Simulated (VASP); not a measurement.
# BaS (R-3m) in VASP: a series of runs

The runs below take BaS through single point, with PBE, r2SCAN.

Everything below comes from runs of VASP 6.6.1. Logs are shortened: lines on timing, memory, paths and dates and some standing lists are left out, and cuts for length are marked.

### 1 The cell of the first run

It takes space group R-3m (No. 166, trigonal). Conventional cell: a = 5.422 Å, b = 5.422 Å, c = 6.396 Å, α = 90.00°, β = 90.00°, γ = 120.00°. Within 4.2 Å of Ba (site symmetry -3m) lie 8 S at 3.20 to 3.31 Å and 6 Ba at 3.79 Å. Within 4.2 Å of S (site symmetry -3m) lie 8 Ba at 3.20 to 3.31 Å and 6 S at 3.79 Å.

### 2 Single point, PBE (strain along [111] -3.7%)

The input, INCAR:

```
SYSTEM = BaS
PREC = Accurate
ENCUT = 520
EDIFF = 1E-6
ISMEAR = -1
SIGMA = 0.02
LREAL = .FALSE.
LASPH = .TRUE.
NELM = 100
ALGO = Normal
ISIF = 2
LWAVE = .FALSE.
LCHARG = .FALSE.
GGA = PE
NBANDS = 15
```

The input, KPOINTS:

```
regular mesh
0
G
  6 6 6
  0 0 0
```

The input, POSCAR:

```
BaS
1.0
    3.7867308270     -0.0470274347     -0.0470274347
   -0.0470274347      3.7867308270     -0.0470274347
   -0.0470274347     -0.0470274347      3.7867308270
Ba S
1 1
Direct
    0.0000000000      0.0000000000      0.0000000000
    0.5000000000      0.5000000000      0.5000000000
```

Potentials or basis: VASP PAW PBE potentials, release 64 (Ba_sv, S).

Run with:

```sh
> cat potpaw_PBE.64/Ba_sv/POTCAR potpaw_PBE.64/S/POTCAR > POTCAR
> mpirun -np 1 vasp_std > vasp.out
```

OUTCAR:

```text
SYSTEM = BaS
   PREC = Accurate
   ENCUT = 520
   EDIFF = 1E-6
   ISMEAR = -1
   LREAL = .FALSE.
   LASPH = .TRUE.
   NELM = 100
   ISIF = 2
   GGA = PE

 ion  position               nearest neighbor table
   1  0.000  0.000  0.000-   2 3.20   2 3.20   2 3.31   2 3.31   2 3.31   2 3.31   2 3.31   2 3.31

   2  0.500  0.500  0.500-   1 3.20   1 3.20   1 3.31   1 3.31   1 3.31   1 3.31   1 3.31   1 3.31

  LATTYP: Found a trigonal (rhomboedric) cell.
 ALAT       =     3.7873148160
 COS(alpha) =    -0.0246761696

  Lattice vectors:

 A1 = (   3.7867308270,  -0.0470274347,  -0.0470274347)
 A2 = (  -0.0470274347,   3.7867308270,  -0.0470274347)
 A3 = (  -0.0470274347,  -0.0470274347,   3.7867308270)

Analysis of symmetry for initial positions (statically):
=====================================================================
 Subroutine PRICEL returns:
 Original cell was already a primitive cell.

 Routine SETGRP: Setting up the symmetry group for a
 trigonal (rhombohedral) supercell.

 Subroutine GETGRP returns: Found 12 space group operations
 (whereof 12 operations were pure point group operations)
 out of a pool of 12 trial point group operations.

The static configuration has the point symmetry D_3d.

Analysis of symmetry for dynamics (positions and initial velocities):
=====================================================================
 Subroutine PRICEL returns:
 Original cell was already a primitive cell.

 Routine SETGRP: Setting up the symmetry group for a
 trigonal (rhombohedral) supercell.

 Subroutine GETGRP returns: Found 12 space group operations
 (whereof 12 operations were pure point group operations)
 out of a pool of 12 trial point group operations.

The dynamic configuration has the point symmetry D_3d.

 Subroutine INISYM returns: Found 12 space group operations
 (whereof 12 operations are pure point group operations),
 and found     1 'primitive' translations

----------------------------------------------------------------------------------------

                                     Primitive cell

  volume of cell :      54.2739

  direct lattice vectors                    reciprocal lattice vectors
     3.786730827 -0.047027435 -0.047027435     0.264162542  0.003321891  0.003321891
    -0.047027435  3.786730827 -0.047027435     0.003321891  0.264162542  0.003321891
    -0.047027435 -0.047027435  3.786730827     0.003321891  0.003321891  0.264162542

  length of vectors
     3.787314816  3.787314816  3.787314816     0.264204312  0.264204312  0.264204312

  position of ions in fractional coordinates (direct lattice)
     0.000000000  0.000000000  0.000000000
     0.500000000  0.500000000  0.500000000

  ion indices of the primitive-cell ions
   primitive index   ion index
                 1           1
                 2           2

----------------------------------------------------------------------------------------

 KPOINTS: regular mesh

Automatic generation of k-mesh.
 Grid dimensions read from file:
 generate k-points for:    6    6    6

 Generating k-lattice:

  Cartesian coordinates                     Fractional coordinates (reciprocal lattice)
     0.044027090  0.000553648  0.000553648     0.166666667  0.000000000  0.000000000
     0.000553648  0.044027090  0.000553648     0.000000000  0.166666667  0.000000000
     0.000553648  0.000553648  0.044027090     0.000000000  0.000000000  0.166666667

  Length of vectors
     0.044034052  0.044034052  0.044034052

  Shift w.r.t. Gamma in fractional coordinates (k-lattice)
     0.000000000  0.000000000  0.000000000

 Subroutine IBZKPT returns following result:
 ===========================================

 Found     32 irreducible k-points:

 Following reciprocal coordinates:
            Coordinates               Weight
  0.000000  0.000000  0.000000      1.000000
  0.166667 -0.000000  0.000000      6.000000
  0.333333 -0.000000 -0.000000      6.000000
  0.500000 -0.000000 -0.000000      3.000000
  0.166667  0.166667 -0.000000      6.000000
  0.333333  0.166667 -0.000000     12.000000
[... 16 lines left out ...]
  0.500000  0.500000  0.166667      6.000000
 -0.333333  0.500000  0.166667     12.000000
 [... further k-points ...]
   k-points           NKPTS =     32   k-points in BZ     NKDIM =     32   number of bands    NBANDS=     15
   number of dos      NEDOS =    301   number of ions     NIONS =      2
   total plane-waves  NPLWV =  21952
   dimension x,y,z NGX =    28 NGY =   28 NGZ =   28
   dimension x,y,z NGXF=    56 NGYF=   56 NGZF=   56
   ions per type =               1   1
   NGX,Y,Z   is equivalent  to a cutoff of  12.29, 12.29, 12.29 a.u.
   NGXF,Y,Z  is equivalent  to a cutoff of  24.58, 24.58, 24.58 a.u.
 SYSTEM =  BaS
   PREC   = accura    normal or accurate (medium, high low for compatibility)
   ISTART =      0    job   : 0-new  1-cont  2-samecut
   ICHARG =      2    charge: 1-file 2-atom 10-const
   ISPIN  =      1    spin polarized calculation?
   LNONCOLLINEAR =      F non collinear calculations
   LSORBIT =      F    spin-orbit coupling
   LASPH  =      T    aspherical Exc in radial PAW
   ENCUT  =  520.0 eV  38.22 Ry    6.18 a.u.   7.04  7.04  7.04*2*pi/ulx,y,z
   NELM   =    100;   NELMIN=  2; NELMDL= -5     # of ELM steps
   EDIFF  = 0.1E-05   stopping-criterion for ELM
   LREAL  =      F    real-space projection
   EDIFFG = 0.1E-04   stopping-criterion for IOM
   NSW    =      0    number of steps for IOM
   IBRION =     -1    ionic relax: 0-MD 1-quasi-New 2-CG
   NFREE  =      0    steps in history (QN), initial steepest desc. (CG)
   ISIF   =      2    stress and relaxation
   ISYM   =      2    0-nonsym 1-usesym 2-fastsym
   POTIM  = 0.5000    time-step for ionic-motion
   TEBEG  =    0.0;   TEEND  =   0.0 temperature during run
   PSTRESS=    0.0 pullay stress
   NELECT =      16.0000    total number of electrons
   NUPDOWN=      -1.0000    fix difference up-down
   EMIN   =  10.00;   EMAX   =-10.00  energy-range for DOS
   EFERMI =   0.00;   METHOD = LEGACY
   ISMEAR =    -1;   SIGMA  =   0.02  broadening in eV -4-tet -1-fermi 0-gaus
   EFERMI_NEDOS =   21; number of points for ismear=-14 and -15
   IALGO  =     38    algorithm
   IMIX   =      4    mixing-type and parameters
     AMIX     =   0.40;   BMIX     =  1.00
     AMIX_MAG =   1.60;   BMIX_MAG =  1.00
  volume/ion in A,a.u.               =      27.14       183.13
  Fermi-wavevector in a.u.,A,eV,Ry     =   1.089560  2.058970 16.152043  1.187142
  Thomas-Fermi vector in A             =   2.225766
   LORBIT       =      0    0 simple, 1 ext, 2 COOP (PROOUT), +10 PAW based schemes
   GGA     = PE    functional components
   LHFCALC =     F    Hartree Fock is set to
   AEXX    =    0.0000 exact exchange contribution
   IVDW    =     0    specifies the selected vdW correction
   LEPSILON=     F    determine dielectric tensor
   LRPA    =     F    only Hartree local field effects (RPA)
 non-spin polarized calculation
  energy-cutoff  :      520.00
  volume of cell :       54.27
 maximum number of plane-waves:      1475
   NGX = 15   NGY = 15   NGZ = 15

 number of electron      15.9999997 magnetization

 Free energy of the ion-electron system (eV)
  ---------------------------------------------------
  ext. energy  EPLUGINS =         0.00000000
  ---------------------------------------------------
  free energy    TOTEN  =        -9.71231254 eV

  energy without entropy =       -9.71231254  energy(sigma->0) =       -9.71231254

 E-fermi :   3.7865     XC(G=0):  -9.5713

 val. band max:        3.2741511591   @ k =   0.5000   0.5000  -0.0000
 cond. band min:       4.6529468325   @ k =   0.0000   0.0000   0.0000
 fundamental gap:      1.3787956733
 Fermi energy:         3.7865289496

 k-point     1 :       0.0000    0.0000    0.0000
  band No.  band energies     occupation
      1     -23.7921      2.00000
      2      -8.5807      2.00000
      3      -8.5497      2.00000
      4      -8.5497      2.00000
      5      -7.8846      2.00000
      6       3.1720      2.00000
      7       3.1720      2.00000
      8       3.2146      2.00000
      9       4.6529      0.00000
     10       4.6529      0.00000
     11       7.3978      0.00000
     12       9.8427      0.00000
     13      10.0392      0.00000
     14      10.0392      0.00000
     15      14.3792      0.00000

 k-point     2 :       0.1667   -0.0000    0.0000
  band No.  band energies     occupation
      1     -23.7659      2.00000
      2      -9.2037      2.00000
      3      -8.5346      2.00000
      4      -8.5170      2.00000
      5      -7.3328      2.00000
      6       2.1362      2.00000
      7       2.9913      2.00000
      8       3.0272      2.00000
      9       4.8628      0.00000
     10       5.7449      0.00000
     11       8.3447      0.00000
     12       9.9643      0.00000
     13      10.0113      0.00000
     14      10.1654      0.00000
     15      12.6552      0.00000

 k-point     3 :       0.3333   -0.0000   -0.0000
  band No.  band energies     occupation
      1     -23.7127      2.00000
      2      -9.9241      2.00000
      3      -8.4646      2.00000
      4      -8.4500      2.00000
      5      -6.7389      2.00000
      6       0.8105      2.00000
      7       2.5863      2.00000
      8       2.7321      2.00000
      9       5.3901      0.00000
     10       7.9954      0.00000
     11       9.8260      0.00000
     12      10.0592      0.00000
     13      10.3777      0.00000
     14      10.6494      0.00000
     15      10.6981      0.00000
[... 343 lines left out ...]
 k-point    23 :       0.5000    0.5000    0.1667
  band No.  band energies     occupation
      1     -23.5658      2.00000
      2      -9.4412      2.00000
      3      -9.4034      2.00000
      4      -8.5692      2.00000
      5      -7.3510      2.00000
      6       1.4144      2.00000
      7       1.4810      2.00000
      8       2.2147      2.00000
      9       6.4317      0.00000
     10       7.9762      0.00000
     11       8.1865      0.00000
     12       8.4042      0.00000
     13      12.4706      0.00000
     14      13.7400      0.00000
     15      14.0899      0.00000

 k-point    24 :      -0.3333    0.5000    0.1667
  band No.  band energies     occupation
      1     -23.5904      2.00000
      2      -9.6377      2.00000
      3      -9.1883      2.00000
      4      -8.6022      2.00000
      5      -7.1001      2.00000
      6       1.2536      2.00000
      7       1.4088      2.00000
      8       2.5158      2.00000
      9       6.6135      0.00000
     10       7.4510      0.00000
     11       8.2330      0.00000
     12       9.5133      0.00000
     13      10.8642      0.00000
     14      13.3558      0.00000
     15      13.3876      0.00000

 [... further k-points ...]
[... 5 lines left out ...]
  --------------------------------------------------------------------------------------
  -------------------------------------------------------------------------------------
  Total        1.1412532      1.1412532      1.1412532      0.1784072      0.1784072      0.1784072
  in kB       33.6900713     33.6900713     33.6900713      5.2666245      5.2666245      5.2666245
  external PRESSURE =      33.6900713 kB  Pullay stress =       0.0000000 kB

 VOLUME and BASIS-vectors are now :
 -----------------------------------------------------------------------------
  energy-cutoff  :      520.00
  volume of cell :       54.27
      direct lattice vectors                 reciprocal lattice vectors
     3.786730827 -0.047027435 -0.047027435     0.264162542  0.003321891  0.003321891
    -0.047027435  3.786730827 -0.047027435     0.003321891  0.264162542  0.003321891
    -0.047027435 -0.047027435  3.786730827     0.003321891  0.003321891  0.264162542

 POSITION                                       TOTAL-FORCE (eV/Angst)
 -----------------------------------------------------------------------------------
      0.00000      0.00000      0.00000         0.000000     -0.000000     -0.000000
      1.84634      1.84634      1.84634        -0.000000      0.000000      0.000000
 -----------------------------------------------------------------------------------
    total drift:                               -0.000000      0.000000      0.000000

  FREE ENERGIE OF THE ION-ELECTRON SYSTEM (eV)
  ---------------------------------------------------
  free  energy   TOTEN  =        -9.7123125391 eV

  energy  without entropy=       -9.7123125391  energy(sigma->0) =       -9.71231254
```

Run time: 14 s. Hardware: 1 thread of Intel Xeon Platinum 8259CL at 2.50GHz (Skylake/Cascade Lake), shared host; peak memory 0.17 GiB.

What came out:

```yaml
Free_energy: -9.7123 eV
Pressure: 3.4 GPa
Band_gap_on_the_k_mesh: 1.38 eV, indirect (least direct gap 1.44 eV)
```

Caveat: the cell differs from its parent crystal (strain along [111] -3.7%); spin-orbit coupling is left out, which moves the levels of the heavy elements.

### 3 Single point, r2SCAN (strain along [111] -3.7%)

POSCAR is that of step 2.

The input, INCAR.step1:

```
ALGO = Normal
EDIFF = 1E-4
ENCUT = 520
GGA = PE
ISMEAR = 0
LASPH = T
LCHARG = F
LREAL = F
LWAVE = T
NBANDS = 15
NELM = 60
PREC = Accurate
SIGMA = 0.01
```

The input, INCAR.step2:

```
ALGO = Normal
EDIFF = 1E-6
ENCUT = 520
ISIF = 2
ISMEAR = 0
ISTART = 1
LASPH = T
LCHARG = F
LMIXTAU = T
LREAL = F
LWAVE = F
METAGGA = R2SCAN
NBANDS = 15
NELM = 60
PREC = Accurate
SIGMA = 0.01
```

The input, KPOINTS:

```
k-points
0
Gamma
  6 6 6
```

Potentials or basis: VASP PAW PBE potentials, release 64 (Ba_sv, S).

Run with:

```sh
> cat potpaw_PBE.64/Ba_sv/POTCAR potpaw_PBE.64/S/POTCAR > POTCAR
> cp INCAR.step1 INCAR
> mpirun -np 1 vasp_std > vasp.out
> cp INCAR.step2 INCAR
> mpirun -np 1 vasp_std > vasp.out
```

It took 66 s on 1 thread of Intel Xeon Platinum 8259CL at 2.50GHz (Skylake/Cascade Lake), shared host; peak memory 0.18 GiB.

Results (log left out):

```
Free energy            : -38.7686 eV
Pressure               : 3.3 GPa
Band gap on the k mesh : 1.76 eV, indirect (least direct gap 1.81 eV)
```

Stress tensor (GPa, compression positive):
```
3.28 0.62 0.62
0.62 3.28 0.62
0.62 0.62 3.28
```

Levels at points of the mesh, in eV from the valence-band top:
```tsv
k point	band 5	band 6	band 7	band 8	band 9	band 10	band 11	band 12
(0.00, 0.00, 0.00)	-11.62	-0.10	-0.10	-0.05	1.76	1.76	4.98	7.09
(0.50, 0.00, 0.00)	-10.14	-2.99	-0.88	-0.68	2.89	6.78	7.03	7.59
(0.50, 0.50, 0.00)	-11.18	-1.44	-1.34	0.00	2.68	3.94	4.82	4.92
(0.50, 0.50, 0.50)	-10.72	-2.96	-2.96	-2.95	8.07	8.07	8.53	8.53
```

Caveat: the cell differs from its parent crystal (strain along [111] -3.7%); the PAW data sets were made with another functional, which shifts forces and pressure a little; spin-orbit coupling is left out, which moves the levels of the heavy elements. A k mesh can miss the band edges.
